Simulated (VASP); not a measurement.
Si:

```xyz
6
Lattice="5.6971 0.0000 0.0000 0.0000 6.3246 0.0000 0.0000 0.0000 3.1095" Properties=species:S:1:pos:R:3 pbc="T T T"
Si    2.8486    0.0000    0.0000
Si    0.0000    3.1623    1.5547
Si    1.1926    4.1666    0.0000
Si    4.5046    2.1580    0.0000
Si    4.0411    5.3203    1.5547
Si    1.6560    1.0043    1.5547
```

The cell was built from a structure type or drawn by symmetry, and may not be a known phase.

| Item | Value |
| --- | --- |
| Program | VASP 6.6.1 |
| Task | relaxation of cell and atoms |
| Functional | PBE |
| Potentials or basis | VASP PAW PBE potentials, release 64 (Si) |
| Cutoff | 600 eV |
| k mesh | 4 × 4 × 6 |
| Occupations | gaussian, width 0.1 eV |
| Spin | no spin polarisation |

At the start: pressure 13.2 GPa; volume 18.67 Å³/atom.

Question: How do energy, volume and symmetry change on relaxing?

Answer: Over 39 steps the energy falls by 732.9 meV/atom and the volume is 17.36 Å³/atom (-7.0 %); space group Pnnm (No. 58, to 0.1 Å) before and after.

Step by step:
```csv
step,energy change (eV),largest force (eV/Å),pressure (GPa),volume (Å³)
1,0.0000,3.1378,13.15,112.04
2,-1.5372,0.2186,-8.12,138.03
3,-1.7146,0.2398,-4.71,130.16
4,-2.2933,0.1954,-3.31,122.17
5,-2.5134,0.5080,0.58,113.79
6,-2.5157,0.4492,0.18,114.52
7,-2.5645,0.4127,-0.01,114.48
8,-2.6899,0.4209,-0.61,114.27
9,-2.8642,0.9592,-1.45,113.52
10,-3.0369,1.9560,-0.79,110.65
11,-2.9664,1.3507,-2.09,112.49
12,-3.0527,1.6415,-1.60,111.64
13,-3.0664,1.8101,-1.31,111.17
14,-3.0763,1.8150,-1.31,111.12
15,-3.1002,1.8223,-1.30,110.97
16,-3.1161,1.8510,-1.08,110.65
17,-3.1469,1.8085,-1.14,110.57
18,-3.2358,1.6868,-1.28,110.32
19,-3.3984,1.4713,-1.47,109.83
20,-3.6639,1.0684,-1.47,108.85
21,-3.8872,0.8971,0.19,106.87
22,-4.0132,0.7532,0.15,106.58
23,-4.2153,0.3403,0.09,105.67
24,-4.2237,0.8032,-0.56,103.33
25,-4.2686,0.4541,-0.33,104.67
26,-4.3560,0.1874,-0.43,104.07
27,-4.3651,0.2087,-0.30,103.79
28,-4.3651,0.2147,-0.29,103.77
29,-4.3717,0.0919,0.15,103.29
30,-4.3723,0.0597,0.33,103.10
31,-4.3735,0.0360,-0.07,103.55
32,-4.3735,0.0301,-0.18,103.69
33,-4.3748,0.0253,-0.17,103.72
34,-4.3792,0.0245,-0.13,103.82
35,-4.3896,0.0213,-0.05,103.99
36,-4.3918,0.1028,-0.11,104.22
37,-4.3960,0.0642,0.00,104.12
38,-4.3969,0.0361,0.04,104.18
39,-4.3974,0.0291,0.03,104.16
```

Final structure:
```cif
data_structure
_symmetry_space_group_name_H-M 'P 1'
_symmetry_Int_Tables_number 1
_cell_length_a 4.1853
_cell_length_b 6.3779
_cell_length_c 3.9020
_cell_angle_alpha 90.000
_cell_angle_beta 90.000
_cell_angle_gamma 90.000
_cell_volume 104.16
loop_
_atom_site_label
_atom_site_type_symbol
_atom_site_fract_x
_atom_site_fract_y
_atom_site_fract_z
_atom_site_occupancy
Si1 Si 0.50000 0.00000 0.00000 1
Si2 Si 0.00000 0.50000 0.50000 1
Si3 Si 0.29490 0.63301 0.00000 1
Si4 Si 0.70510 0.36699 0.00000 1
Si5 Si 0.79490 0.86699 0.50000 1
Si6 Si 0.20510 0.13301 0.50000 1
```

Caveat: the highest band is partly filled, so the run has too few bands; a cell axis changed by over 15 % at a fixed basis, so the end point is rough.
